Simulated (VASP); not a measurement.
Write the native input for VASP 6.6.1 that does the following.

```yaml
Task: single point
Functional: LDA
Potentials_or_basis: VASP PAW LDA potentials, release 64 (Rh_pv)
Cutoff: 520 eV
k_mesh: 10 × 10 × 14
Occupations: fermi-dirac, width 0.1 eV
Spin: no spin polarisation
Dipole_correction: no
Further_INCAR_settings: ALGO = Normal; EDIFF = 1e-07; NBANDS = 30
```

The structure of Rh lies in POSCAR:

```
Rh
1.0
    4.3074256795      0.0000000000      0.0000000000
   -2.1537128398      3.7303400634      0.0000000000
    0.0000000000      0.0000000000      2.6402681850
Rh
3
Direct
    1.0000000000      1.0000000000      0.0000000000
    0.3333333333      0.6666666667      0.5000000000
    0.6666666667      0.3333333333      0.5000000000
```

This cell differs from its parent crystal: volume scaled by 1.04.

The input as run:

INCAR

```
PREC = Accurate
ENCUT = 520
EDIFF = 1E-7
ISMEAR = -1
SIGMA = 0.1
LREAL = False
LASPH = True
NELM = 100
ALGO = Normal
ISIF = 2
LWAVE = False
LCHARG = True
GGA = CA
LELF = True
LVHAR = True
NBANDS = 30
```

KPOINTS

```
regular mesh
0
Gamma
  10 10 14
```

Potentials or basis: VASP PAW LDA potentials, release 64 (Rh_pv).

Run with:

```console
$ cat potpaw_LDA.64/Rh_pv/POTCAR > POTCAR
$ mpirun -np 1 vasp_std > vasp.out
```

It gave:

| Item | Value |
| --- | --- |
| Pressure | -9.7 GPa |

Run time: 41 s on 1 thread of Intel(R) Xeon(R) Platinum 8559C (Emerald Rapids), on a shared host, peak memory 0.21 GiB.
